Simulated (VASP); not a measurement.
# Cs (Im-3m) in VASP: further runs

The runs below take Cs through single point, with PBE, PBEsol, r2SCAN.

Program: VASP 6.6.1. These are calculated values, not measurements. Logs are shortened: lines on timing, memory, paths and dates and some standing lists are left out, and cuts for length are marked.

## Step 1: The cell of the first run

Symmetry: Im-3m, No. 229, cubic system. Conventional cell: a = 6.257 Å, b = 6.257 Å, c = 6.257 Å, α = 90.00°, β = 90.00°, γ = 90.00°.

## Step 2: Single point, PBE

The input, INCAR:

```
SYSTEM = Cs
ALGO = Normal ; EDIFF = 1E-6
ENCUT = 520 ; GGA = PE
ISIF = 2 ; ISMEAR = -1
LASPH = .TRUE. ; LCHARG = .FALSE.
LREAL = .FALSE. ; LWAVE = .FALSE.
NBANDS = 10 ; NELM = 80
PREC = Accurate ; SIGMA = 0.1
```

The input, KPOINTS:

```
k-points
0
G
  8 8 8
  0 0 0
```

The input, POSCAR:

```
Cs
1.0
   -3.1284650614      3.1284650614      3.1284650614
    3.1284650614     -3.1284650614      3.1284650614
    3.1284650614      3.1284650614     -3.1284650614
Cs
1
Direct
    0.0000000000      0.0000000000      0.0000000000
```

Potentials or basis: VASP PAW PBE potentials, release 64 (Cs_sv).

On the command line:

```console
$ cat potpaw_PBE.64/Cs_sv/POTCAR > POTCAR
$ mpirun -np 1 vasp_std > vasp.out
```

OUTCAR:

```text
SYSTEM = Cs
   EDIFF = 1E-6
   ENCUT = 520
   GGA = PE
   ISIF = 2
   ISMEAR = -1
   LASPH = .TRUE.
   LREAL = .FALSE.
   NELM = 80
   PREC = Accurate

 ion  position               nearest neighbor table
   1  0.000  0.000  0.000-

  LATTYP: Found a body centered cubic cell.
 ALAT       =     6.2569301228

  Lattice vectors:

 A1 = (  -3.1284650614,   3.1284650614,   3.1284650614)
 A2 = (   3.1284650614,  -3.1284650614,   3.1284650614)
 A3 = (   3.1284650614,   3.1284650614,  -3.1284650614)

Analysis of symmetry for initial positions (statically):
=====================================================================
 Subroutine PRICEL returns:
 Original cell was already a primitive cell.

 Routine SETGRP: Setting up the symmetry group for a
 body centered cubic supercell.

 Subroutine GETGRP returns: Found 48 space group operations
 (whereof 48 operations were pure point group operations)
 out of a pool of 48 trial point group operations.

The static configuration has the point symmetry O_h .

Analysis of symmetry for dynamics (positions and initial velocities):
=====================================================================
 Subroutine PRICEL returns:
 Original cell was already a primitive cell.

 Routine SETGRP: Setting up the symmetry group for a
 body centered cubic supercell.

 Subroutine GETGRP returns: Found 48 space group operations
 (whereof 48 operations were pure point group operations)
 out of a pool of 48 trial point group operations.

The dynamic configuration has the point symmetry O_h .

 Subroutine INISYM returns: Found 48 space group operations
 (whereof 48 operations are pure point group operations),
 and found     1 'primitive' translations

----------------------------------------------------------------------------------------

                                     Primitive cell

  volume of cell :     122.4768

  direct lattice vectors                    reciprocal lattice vectors
    -3.128465061  3.128465061  3.128465061     0.000000000  0.159822785  0.159822785
     3.128465061 -3.128465061  3.128465061     0.159822785  0.000000000  0.159822785
     3.128465061  3.128465061 -3.128465061     0.159822785  0.159822785  0.000000000

  length of vectors
     5.418660436  5.418660436  5.418660436     0.226023551  0.226023551  0.226023551

  position of ions in fractional coordinates (direct lattice)
     0.000000000  0.000000000  0.000000000

  ion indices of the primitive-cell ions
   primitive index   ion index
                 1           1

----------------------------------------------------------------------------------------

 KPOINTS: k-points

Automatic generation of k-mesh.
 Grid dimensions read from file:
 generate k-points for:    8    8    8

 Generating k-lattice:

  Cartesian coordinates                     Fractional coordinates (reciprocal lattice)
     0.000000000  0.019977848  0.019977848     0.125000000  0.000000000  0.000000000
     0.019977848  0.000000000  0.019977848     0.000000000  0.125000000  0.000000000
     0.019977848  0.019977848  0.000000000     0.000000000  0.000000000  0.125000000

  Length of vectors
     0.028252944  0.028252944  0.028252944

  Shift w.r.t. Gamma in fractional coordinates (k-lattice)
     0.000000000  0.000000000  0.000000000

 Subroutine IBZKPT returns following result:
 ===========================================

 Found     29 irreducible k-points:

 Following reciprocal coordinates:
            Coordinates               Weight
  0.000000  0.000000  0.000000      1.000000
  0.125000  0.000000  0.000000     12.000000
  0.250000  0.000000  0.000000     12.000000
  0.375000  0.000000  0.000000     12.000000
  0.500000  0.000000  0.000000      6.000000
  0.125000  0.125000  0.000000     24.000000
[... 16 lines left out ...]
 -0.250000  0.250000  0.250000      6.000000
 -0.375000  0.375000  0.250000     24.000000
 [... further k-points ...]
   k-points           NKPTS =     29   k-points in BZ     NKDIM =     29   number of bands    NBANDS=     10
   number of dos      NEDOS =    301   number of ions     NIONS =      1
   total plane-waves  NPLWV =  64000
   dimension x,y,z NGX =    40 NGY =   40 NGZ =   40
   dimension x,y,z NGXF=    80 NGYF=   80 NGZF=   80
   ions per type =               1
   NGX,Y,Z   is equivalent  to a cutoff of  12.27, 12.27, 12.27 a.u.
   NGXF,Y,Z  is equivalent  to a cutoff of  24.54, 24.54, 24.54 a.u.
 SYSTEM =  Cs
   PREC   = accura    normal or accurate (medium, high low for compatibility)
   ISTART =      0    job   : 0-new  1-cont  2-samecut
   ICHARG =      2    charge: 1-file 2-atom 10-const
   ISPIN  =      1    spin polarized calculation?
   LNONCOLLINEAR =      F non collinear calculations
   LSORBIT =      F    spin-orbit coupling
   LASPH  =      T    aspherical Exc in radial PAW
   ENCUT  =  520.0 eV  38.22 Ry    6.18 a.u.  10.08 10.08 10.08*2*pi/ulx,y,z
   NELM   =     80;   NELMIN=  2; NELMDL= -5     # of ELM steps
   EDIFF  = 0.1E-05   stopping-criterion for ELM
   LREAL  =      F    real-space projection
   EDIFFG = 0.1E-04   stopping-criterion for IOM
   NSW    =      0    number of steps for IOM
   IBRION =     -1    ionic relax: 0-MD 1-quasi-New 2-CG
   NFREE  =      0    steps in history (QN), initial steepest desc. (CG)
   ISIF   =      2    stress and relaxation
   ISYM   =      2    0-nonsym 1-usesym 2-fastsym
   POTIM  = 0.5000    time-step for ionic-motion
   TEBEG  =    0.0;   TEEND  =   0.0 temperature during run
   PSTRESS=    0.0 pullay stress
   NELECT =       9.0000    total number of electrons
   NUPDOWN=      -1.0000    fix difference up-down
   EMIN   =  10.00;   EMAX   =-10.00  energy-range for DOS
   EFERMI =   0.00;   METHOD = LEGACY
   ISMEAR =    -1;   SIGMA  =   0.10  broadening in eV -4-tet -1-fermi 0-gaus
   EFERMI_NEDOS =   21; number of points for ismear=-14 and -15
   IALGO  =     38    algorithm
   IMIX   =      4    mixing-type and parameters
     AMIX     =   0.40;   BMIX     =  1.00
     AMIX_MAG =   1.60;   BMIX_MAG =  1.00
  volume/ion in A,a.u.               =     122.48       826.51
  Fermi-wavevector in a.u.,A,eV,Ry     =   0.685706  1.295796  6.397353  0.470192
  Thomas-Fermi vector in A             =   1.765724
   LORBIT       =      0    0 simple, 1 ext, 2 COOP (PROOUT), +10 PAW based schemes
   GGA     = PE    functional components
   LHFCALC =     F    Hartree Fock is set to
   AEXX    =    0.0000 exact exchange contribution
   IVDW    =     0    specifies the selected vdW correction
   LEPSILON=     F    determine dielectric tensor
   LRPA    =     F    only Hartree local field effects (RPA)
 non-spin polarized calculation
  energy-cutoff  :      520.00
  volume of cell :      122.48
 maximum number of plane-waves:      3352
   NGX = 21   NGY = 21   NGZ = 21

 number of electron       8.9999999 magnetization

 Free energy of the ion-electron system (eV)
  ---------------------------------------------------
  ext. energy  EPLUGINS =         0.00000000
  ---------------------------------------------------
  free energy    TOTEN  =        -0.86893412 eV

  energy without entropy =       -0.82577990  energy(sigma->0) =       -0.84735701

 E-fermi :   0.2962     XC(G=0):  -5.2510

 val. band max:        0.2077603905   @ k =   0.2500   0.1250   0.1250
 cond. band min:       0.3147980592   @ k =   0.2500   0.2500   0.0000
 fundamental gap:      0.1070376688
 Fermi energy:         0.2961925395

 k-point     1 :       0.0000    0.0000    0.0000
  band No.  band energies     occupation
      1     -23.5919      2.00000
      2     -10.3435      2.00000
      3     -10.3435      2.00000
      4     -10.3435      2.00000
      5      -1.3121      2.00000
      6       2.7560      0.00000
      7       2.7560      0.00000
      8       2.7560      0.00000
      9       3.5698      0.00000
     10       3.5698      0.00000

 k-point     2 :       0.1250    0.0000    0.0000
  band No.  band energies     occupation
      1     -23.5912      2.00000
      2     -10.3600      2.00000
      3     -10.3489      2.00000
      4     -10.3434      2.00000
      5      -1.1509      2.00000
      6       2.5787      0.00000
      7       2.5891      0.00000
      8       2.9165      0.00000
      9       3.3760      0.00000
     10       3.5456      0.00000

 k-point     3 :       0.2500    0.0000    0.0000
  band No.  band energies     occupation
      1     -23.5894      2.00000
      2     -10.3994      2.00000
      3     -10.3621      2.00000
      4     -10.3434      2.00000
      5      -0.7004      1.99991
      6       2.0185      0.00000
      7       2.2774      0.00000
      8       3.3871      0.00000
      9       3.4233      0.00000
     10       3.5691      0.00000

 k-point     4 :       0.3750    0.0000    0.0000
  band No.  band energies     occupation
      1     -23.5877      2.00000
      2     -10.4379      2.00000
      3     -10.3751      2.00000
      4     -10.3434      2.00000
      5      -0.0742      1.95192
      6       1.4578      0.00002
      7       2.0371      0.00000
      8       3.4834      0.00000
      9       3.7524      0.00000
     10       4.1308      0.00000
[... 222 lines left out ...]
 k-point    22 :       0.2500    0.2500    0.2500
  band No.  band energies     occupation
      1     -23.5868      2.00000
      2     -10.3975      2.00000
      3     -10.3975      2.00000
      4     -10.3975      2.00000
      5       1.2768      0.00011
      6       1.2768      0.00011
      7       1.2768      0.00011
      8       2.5135      0.00000
      9       4.0631      0.00000
     10       4.0631      0.00000

 k-point    23 :      -0.2500    0.2500    0.2500
  band No.  band energies     occupation
      1     -23.5872      2.00000
      2     -10.4009      2.00000
      3     -10.3820      2.00000
      4     -10.3820      2.00000
      5      -0.1461      1.97629
      6       1.8532      0.00000
      7       2.4939      0.00000
      8       2.4939      0.00000
      9       3.4603      0.00000
     10       3.5893      0.00000

 k-point    24 :      -0.3750    0.3750    0.2500
  band No.  band energies     occupation
      1     -23.5857      2.00000
      2     -10.4258      2.00000
      3     -10.3960      2.00000
      4     -10.3848      2.00000
      5       0.4172      0.45948
      6       1.4186      0.00003
      7       2.4698      0.00000
      8       2.4774      0.00000
      9       3.2920      0.00000
     10       4.0139      0.00000

 [... further k-points ...]

------------------------ aborting loop because EDIFF is reached ----------------------------------------

  FORCE on cell =-STRESS in cart. coord.  units (eV):
  Direction    XX          YY          ZZ          XY          YZ          ZX
  --------------------------------------------------------------------------------------
  -------------------------------------------------------------------------------------
  Total       -0.0672884     -0.0672884     -0.0672884     -0.0000000      0.0000000      0.0000000
  in kB       -0.8802312     -0.8802312     -0.8802312     -0.0000000      0.0000000      0.0000000
  external PRESSURE =      -0.8802312 kB  Pullay stress =       0.0000000 kB

 VOLUME and BASIS-vectors are now :
 -----------------------------------------------------------------------------
  energy-cutoff  :      520.00
  volume of cell :      122.48
      direct lattice vectors                 reciprocal lattice vectors
    -3.128465061  3.128465061  3.128465061     0.000000000  0.159822785  0.159822785
     3.128465061 -3.128465061  3.128465061     0.159822785  0.000000000  0.159822785
     3.128465061  3.128465061 -3.128465061     0.159822785  0.159822785  0.000000000

 POSITION                                       TOTAL-FORCE (eV/Angst)
 -----------------------------------------------------------------------------------
      0.00000      0.00000      0.00000        -0.000000      0.000000      0.000000
 -----------------------------------------------------------------------------------
    total drift:                               -0.000000     -0.000000     -0.000000

  FREE ENERGIE OF THE ION-ELECTRON SYSTEM (eV)
  ---------------------------------------------------
  free  energy   TOTEN  =        -0.8689341228 eV

  energy  without entropy=       -0.8257798999  energy(sigma->0) =       -0.84735701
```

Run time: 19 s. Hardware: 1 thread of Intel Xeon Platinum 8488C (Sapphire Rapids), shared host; peak memory 0.23 GiB.

What came out:

```yaml
Free_energy: -0.8689 eV
Pressure: -0.1 GPa
Band_gap_on_the_k_mesh: zero (an odd number of electrons rules out a gap without spin polarisation)
```

Levels at points of the mesh, in eV from the Fermi level:
| k point | band 2 | band 3 | band 4 | band 5 | band 6 | band 7 |
| --- | --- | --- | --- | --- | --- | --- |
| (0.00, 0.00, 0.00) | -10.64 | -10.64 | -10.64 | -1.61 | 2.46 | 2.46 |
| (0.50, 0.00, 0.00) | -10.75 | -10.68 | -10.64 | 0.07 | 0.82 | 1.65 |
| (0.50, 0.50, 0.50) | -10.72 | -10.72 | -10.72 | 0.70 | 0.70 | 2.86 |

Caveat: spin-orbit coupling is left out, which moves the levels of the heavy elements.

## Step 3: Single point, PBE

The input, INCAR:

```
SYSTEM = Cs
  PREC = Accurate
  ENCUT = 520
  EDIFF = 1E-6
  ISMEAR = -1
  SIGMA = 0.1
  LREAL = .False.
  LASPH = .True.
  NELM = 60
  ALGO = Normal
  ISIF = 2
  LWAVE = .False.
  LCHARG = .False.
  GGA = PE
  NBANDS = 10
```

The input, KPOINTS:

```
Automatic mesh
0
Gamma
  10 10 10
  0 0 0
```

POSCAR is that of step 2.

Potentials or basis: VASP PAW PBE potentials, release 64 (Cs_sv).

On the command line:

```console
$ cat potpaw_PBE.64/Cs_sv/POTCAR > POTCAR
$ mpirun -np 1 vasp_std > vasp.out
```

OUTCAR:

```text
SYSTEM = Cs
   PREC = Accurate
   ENCUT = 520
   EDIFF = 1E-6
   ISMEAR = -1
   LREAL = .False.
   LASPH = .True.
   NELM = 60
   ISIF = 2
   GGA = PE

 ion  position               nearest neighbor table
   1  0.000  0.000  0.000-

  LATTYP: Found a body centered cubic cell.
 ALAT       =     6.2569301228

  Lattice vectors:

 A1 = (  -3.1284650614,   3.1284650614,   3.1284650614)
 A2 = (   3.1284650614,  -3.1284650614,   3.1284650614)
 A3 = (   3.1284650614,   3.1284650614,  -3.1284650614)

Analysis of symmetry for initial positions (statically):
=====================================================================
 Subroutine PRICEL returns:
 Original cell was already a primitive cell.

 Routine SETGRP: Setting up the symmetry group for a
 body centered cubic supercell.

 Subroutine GETGRP returns: Found 48 space group operations
 (whereof 48 operations were pure point group operations)
 out of a pool of 48 trial point group operations.

The static configuration has the point symmetry O_h .

[... 161 lines left out ...]
 fundamental gap:      0.0525652621
 Fermi energy:         0.2946624165

 k-point     1 :       0.0000    0.0000    0.0000
  band No.  band energies     occupation
      1     -23.5921      2.00000
      2     -10.3437      2.00000
      3     -10.3437      2.00000
      4     -10.3437      2.00000
      5      -1.3122      2.00000
      6       2.7560      0.00000
      7       2.7560      0.00000
      8       2.7560      0.00000
      9       3.5695      0.00000
     10       3.5695      0.00000
[... 287 lines left out ...]
 k-point    24 :      -0.3000    0.3000    0.1000
  band No.  band energies     occupation
      1     -23.5885      2.00000
      2     -10.4150      2.00000
      3     -10.3719      2.00000
      4     -10.3520      2.00000
      5      -0.3685      1.99737
      6       1.7909      0.00000
      7       2.2354      0.00000
      8       2.9893      0.00000
      9       3.6223      0.00000
     10       3.8911      0.00000

 [... further k-points ...]

------------------------ aborting loop because EDIFF is reached ----------------------------------------

  FORCE on cell =-STRESS in cart. coord.  units (eV):
  Direction    XX          YY          ZZ          XY          YZ          ZX
  --------------------------------------------------------------------------------------
  -------------------------------------------------------------------------------------
  Total       -0.0683320     -0.0683320     -0.0683320     -0.0000000     -0.0000000      0.0000000
  in kB       -0.8938834     -0.8938834     -0.8938834     -0.0000000     -0.0000000      0.0000000
  external PRESSURE =      -0.8938834 kB  Pullay stress =       0.0000000 kB

 VOLUME and BASIS-vectors are now :
 -----------------------------------------------------------------------------
  energy-cutoff  :      520.00
  volume of cell :      122.48
      direct lattice vectors                 reciprocal lattice vectors
    -3.128465061  3.128465061  3.128465061     0.000000000  0.159822785  0.159822785
     3.128465061 -3.128465061  3.128465061     0.159822785  0.000000000  0.159822785
     3.128465061  3.128465061 -3.128465061     0.159822785  0.159822785  0.000000000

 POSITION                                       TOTAL-FORCE (eV/Angst)
 -----------------------------------------------------------------------------------
      0.00000      0.00000      0.00000         0.000000     -0.000000      0.000000
 -----------------------------------------------------------------------------------
    total drift:                               -0.000000      0.000000     -0.000000

  FREE ENERGIE OF THE ION-ELECTRON SYSTEM (eV)
  ---------------------------------------------------
  free  energy   TOTEN  =        -0.8694829525 eV

  energy  without entropy=       -0.8273413894  energy(sigma->0) =       -0.84841217
```

OSZICAR:

```text
N       E                     dE             d eps       ncg     rms          rms(c)
DAV:   1     0.541006185397E+02    0.54101E+02   -0.28886E+03   940   0.623E+02
DAV:   2     0.500727017938E+01   -0.49093E+02   -0.47800E+02  1220   0.107E+02
DAV:   3    -0.777357379548E+00   -0.57846E+01   -0.57770E+01  1084   0.424E+01
DAV:   4    -0.867005140540E+00   -0.89648E-01   -0.89634E-01  1170   0.637E+00
DAV:   5    -0.867411859980E+00   -0.40672E-03   -0.40670E-03  1270   0.393E-01    0.129E-01
DAV:   6    -0.868220371522E+00   -0.80851E-03   -0.12938E-03  1214   0.173E-01    0.901E-02
DAV:   7    -0.869393958788E+00   -0.11736E-02   -0.34986E-03  1020   0.295E-01    0.344E-02
DAV:   8    -0.869481787700E+00   -0.87829E-04   -0.12067E-04  1096   0.667E-02    0.450E-03
DAV:   9    -0.869483450498E+00   -0.16628E-05   -0.48505E-06  1434   0.114E-02    0.284E-03
DAV:  10    -0.869482952536E+00    0.49796E-06   -0.88324E-07  1034   0.451E-03
   1 F= -.86948295E+00 E0= -.84841217E+00  d E =-.421416E-01
```

stdout:

```text
POSCAR found type information on POSCAR Cs
 POSCAR found :  1 types and       1 ions
 scaLAPACK will be used
 LDA part: xc-table for (Slater+PW92), standard interpolation
 POSCAR, INCAR and KPOINTS ok, starting setup
 FFT: planning ... GRIDC
 FFT: planning ... GRID_SOFT
 FFT: planning ... GRID
 WAVECAR not read
 entering main loop
```

Run time: 29 s. Hardware: 1 thread of Intel Xeon Platinum 8488C (Sapphire Rapids), shared host; peak memory 0.25 GiB.

Results:

- Free energy: -0.8695 eV
- Pressure: -0.1 GPa
- Band gap on the k mesh: zero (an odd number of electrons rules out a gap without spin polarisation)

Levels at points of the mesh, in eV from the Fermi level:
```csv
k point,band 1,band 2,band 3,band 4,band 5,band 6,band 7,band 8
"(0.00, 0.00, 0.00)",-23.89,-10.64,-10.64,-10.64,-1.61,2.46,2.46,2.46
"(0.50, 0.00, 0.00)",-23.88,-10.75,-10.68,-10.64,0.07,0.82,1.66,3.09
"(0.50, 0.50, 0.50)",-23.88,-10.72,-10.72,-10.72,0.71,0.71,2.86,2.86
```

Caveat: spin-orbit coupling is left out, which moves the levels of the heavy elements.

## Step 4: Single point, PBEsol, non-collinear spin, zero start, spin-orbit coupling

The input, INCAR:

```
SYSTEM = Cs
PREC = Accurate ; ENCUT = 520
EDIFF = 1E-6 ; ISMEAR = 1
SIGMA = 0.1 ; LREAL = .FALSE.
LASPH = .TRUE. ; NELM = 150
ALGO = Normal ; ISIF = 2
LWAVE = .FALSE. ; LCHARG = .TRUE.
MAGMOM = 0 0 0 ; LORBIT = 11
LSORBIT = .TRUE. ; GGA_COMPAT = .FALSE.
LORBMOM = .TRUE. ; GGA = PS
LVHAR = .TRUE. ; NBANDS = 20
```

The input, KPOINTS:

```
Automatic mesh
0
G
  5 5 5
  0 0 0
```

POSCAR is that of step 3.

On the command line:

```console
$ cat potpaw_PBE.64/Cs_sv/POTCAR > POTCAR
$ mpirun -np 1 vasp_ncl > vasp.out
```

Wall time 68 s (1 thread of Intel Xeon Platinum 8488C (Sapphire Rapids), shared host); peak memory 0.47 GiB.

Results (log left out):

```
Free energy                                           : -1.0999 eV
Pressure                                              : -0.2 GPa
Net moment                                            : 0.00 μB per cell
Valence electrons inside the program's atomic spheres : Cs 6.55
```

Moments on the atoms (μB; x, y, z):
```
Cs  0.00 0.00 0.00
```

Caveat: the PAW data sets were made with another functional, which shifts forces and pressure a little.

[end of part 1 of 2]
